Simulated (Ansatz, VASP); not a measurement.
**BeS in VASP and in Ansatz**

```
Be S
1.0
     2.43422    2.43422    0.00000
    -2.43422    2.43422    0.00000
     0.00000    2.43422    2.43422
Be S
1 1
Direct
  0.00000 0.00000 0.00000
  0.75000 0.25000 0.50000
```

Alike in both runs: functional r2SCAN; k mesh 12 × 12 × 12; occupations fermi-dirac, width 0.1 eV; no spin polarisation.

Ansatz relaxed the structure, and its values are those at the end. VASP's run is a single point on that final structure, the one shown.

|  | VASP | Ansatz |
| --- | --- | --- |
| version | VASP 6.6.1 | Ansatz 0.2.0 |
| potentials or method | VASP PAW PBE potentials, release 64 (Be, S) | PAW with Ansatz's default frozen-core files, scalar-relativistic |
| plane-wave cutoff (eV) | 520 | 500 |
| valence electrons in the cell | 8 | 8 |

Ansatz gave:

```
pressure (GPa) : 0.0
```

Problem. Which values does VASP return?

Solution. Pressure (GPa): 0.3.

VASP's potentials were made for PBE, not for r2SCAN.
